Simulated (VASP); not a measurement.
Input of a VASP 6.6.1 run:

File INCAR:

```
PREC = Accurate
ENCUT = 520
EDIFF = 1E-6
ISMEAR = -1
SIGMA = 0.1
LREAL = F
LASPH = T
NELM = 80
ALGO = Normal
ISIF = 2
LWAVE = F
LCHARG = F
GGA = PS
NBANDS = 16
```

KPOINTS

```
regular mesh
0
Gamma
  7 7 7
```

Contents of POSCAR:

```
K
1.0
    0.0000000000      4.7137313362      4.7137313362
    4.7137313362      0.0000000000      4.7137313362
    4.7137313362      4.7137313362      0.0000000000
K
2
Direct
    0.1250000000      0.1250000000      0.1250000000
    0.8750000000      0.8750000000      0.8750000000
```

Potentials or basis: VASP PAW PBE potentials, release 64 (K_sv).

The run is started by

```bash
$ cat potpaw_PBE.64/K_sv/POTCAR > POTCAR
$ mpirun -np 1 vasp_std > vasp.out
```

Question: Predict the pressure.

Answer: 0.0 GPa.

Question: Predict the band gap on the k mesh.

Answer: Zero (bands 9 and 10 overlap by 0.09 eV).

Caveat: the PAW data sets were made with another functional, which shifts forces and pressure a little.
